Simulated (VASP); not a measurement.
Write the native input for VASP 6.6.1 that does the following.

```yaml
Task: single point
Functional: r2SCAN
Potentials_or_basis: VASP PAW PBE potentials, release 64 (Si, Ge_d)
Cutoff: 520 eV
k_mesh: 12 × 12 × 6
Occupations: gaussian, width 0.05 eV
Spin: no spin polarisation
Dipole_correction: no
Further_INCAR_settings: ALGO = Normal; EDIFF = 1e-07; NBANDS = 26
```

The system is SiGe.

```xyz
4
Lattice="3.9579 0.0000 0.0000 -1.9789 3.4276 0.0000 0.0000 0.0000 6.2804" Properties=species:S:1:pos:R:3 pbc="T T T"
Si    1.9789    1.1425    5.4920
Si    0.0000    2.2851    2.3518
Ge    1.9789    1.1425    3.1436
Ge    0.0000    2.2851    0.0033
```

This cell differs from its parent crystal: ratio of the length along z to the lengths across it x 0.96, volume and fractional coordinates fixed.

The input as run:

POSCAR

```
SiGe
1.0
    3.9578689153      0.0000000000      0.0000000000
   -1.9789344576      3.4276150255      0.0000000000
    0.0000000000      0.0000000000      6.2804133361
Si Ge
2 2
Direct
    0.6666666667      0.3333333333      0.8744661518
    0.3333333333      0.6666666667      0.3744661518
    0.6666666667      0.3333333333      0.5005328482
    0.3333333333      0.6666666667      0.0005328482
```

INCAR.step1

```
SYSTEM = SiGe
PREC = Accurate
ENCUT = 520
ISMEAR = 0
SIGMA = 0.05
LREAL = .FALSE.
LASPH = .TRUE.
NELM = 60
NBANDS = 26
GGA = PE
ALGO = Normal
EDIFF = 1E-4
LWAVE = .TRUE.
LCHARG = .FALSE.
```

INCAR.step2

```
SYSTEM = SiGe
PREC = Accurate
ENCUT = 520
EDIFF = 1E-7
ISMEAR = 0
SIGMA = 0.05
LREAL = .FALSE.
LASPH = .TRUE.
NELM = 60
ALGO = Normal
ISIF = 2
LWAVE = .FALSE.
LCHARG = .TRUE.
METAGGA = R2SCAN
LMIXTAU = .TRUE.
LELF = .TRUE.
LVHAR = .TRUE.
NBANDS = 26
ISTART = 1
```

KPOINTS

```
regular mesh
0
G
  12 12 6
  0 0 0
```

Potentials or basis: VASP PAW PBE potentials, release 64 (Si, Ge_d).

The run is started by

```console
$ cat potpaw_PBE.64/Si/POTCAR potpaw_PBE.64/Ge_d/POTCAR > POTCAR
$ cp INCAR.step1 INCAR
$ mpirun -np 1 vasp_std > vasp.out
$ cp INCAR.step2 INCAR
$ mpirun -np 1 vasp_std > vasp.out
```

It gave:

```json
{
  "Pressure": "0.2 GPa",
  "Largest force": "0.451 eV/Å",
  "Band gap on the k mesh": "0.32 eV"
}
```

Caveat: the PAW data sets were made with another functional, which shifts forces and pressure a little.

It took 7.1 min on 1 thread of AMD EPYC 9R45 96-Core Processor (Zen 5) (shared host), peak memory 0.27 GiB.
